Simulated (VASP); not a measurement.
Set up this calculation in VASP 6.6.1, as the native input.

| Property | Result |
| --- | --- |
| Task | G0W0 quasiparticle levels |
| Functional | LDA |
| Potentials or basis | VASP PAW LDA potentials, release 64 (Na_sv_GW, F_GW) |
| Cutoff | 500 eV |
| k mesh | 6 × 6 × 6 |
| Occupations | gaussian, width 0.01 eV |
| Spin | no spin polarisation |
| Dipole correction | no |
| GW scheme | G0W0 |
| GW iterations | 1 |
| Cutoff of the response function | 140 |
| Frequency points | 96 |
| Empty bands | 91 |
| Further INCAR settings | ALGO = EVGW0; EDIFF = 1e-08; NBANDS = 99 |

NaF:

```
Na F
1.0
     0.00000    2.29717    2.29717
     2.29717    0.00000    2.29717
     2.29717    2.29717    0.00000
Na F
1 1
Direct
  0.00000 0.00000 0.00000
  0.50000 0.50000 0.50000
```

One way to write it, as run:

POSCAR

```
NaF
1.0
    0.0000000000      2.2971680712      2.2971680712
    2.2971680712      0.0000000000      2.2971680712
    2.2971680712      2.2971680712      0.0000000000
Na F
1 1
Direct
    0.0000000000      0.0000000000      0.0000000000
    0.5000000000      0.5000000000      0.5000000000
```

INCAR.step1

```
PREC = Accurate
ENCUT = 500
EDIFF = 1E-8
ISMEAR = 0
SIGMA = 0.01
LREAL = F
LASPH = T
NELM = 100
ALGO = Normal
LWAVE = T
LCHARG = F
GGA = CA
```

INCAR.step2

```
PREC = Accurate
ENCUT = 500
EDIFF = 1E-8
ISMEAR = 0
SIGMA = 0.01
LREAL = F
LASPH = T
NELM = 1
ALGO = Exact
LWAVE = T
LCHARG = F
GGA = CA
NBANDS = 99
LOPTICS = T
ISTART = 1
```

INCAR.step3

```
PREC = Accurate
ENCUT = 500
EDIFF = 1E-8
ISMEAR = 0
SIGMA = 0.01
LREAL = F
LASPH = T
ALGO = EVGW0
LWAVE = F
LCHARG = F
GGA = CA
NELMGW = 1
NBANDS = 99
ENCUTGW = 140.0
NOMEGA = 96
PRECFOCK = Fast
ISTART = 1
NBANDSGW = 16
OMEGAMAX = 20
```

KPOINTS

```
regular mesh
0
Gamma
  6 6 6
```

Potentials or basis: VASP PAW LDA potentials, release 64 (Na_sv_GW, F_GW).

Command:

```console
$ cat potpaw_LDA.64/Na_sv_GW/POTCAR potpaw_LDA.64/F_GW/POTCAR > POTCAR
$ cp INCAR.step1 INCAR
$ mpirun -np 1 vasp_std > vasp.out
$ cp INCAR.step2 INCAR
$ mpirun -np 1 vasp_std > vasp.out
$ cp INCAR.step3 INCAR
$ mpirun -np 1 vasp_std > vasp.out
```

Results of the run:

- Quasiparticle gap: 10.59 eV
- Least direct quasiparticle gap: 10.59 eV
- Band gap of the starting levels on the mesh: 6.11 eV
- Least direct gap of the starting levels on the mesh: 6.11 eV

Caveat: the k points lie up to 0.39 Å⁻¹ apart; bands, screening cutoff and mesh are small and nothing is extrapolated, so the quasiparticle values aren't converged.

It took 6 min on 1 thread of Intel(R) Xeon(R) Platinum 8375C CPU @ 2.90GHz (Ice Lake), on a shared host, peak memory 0.47 GiB.
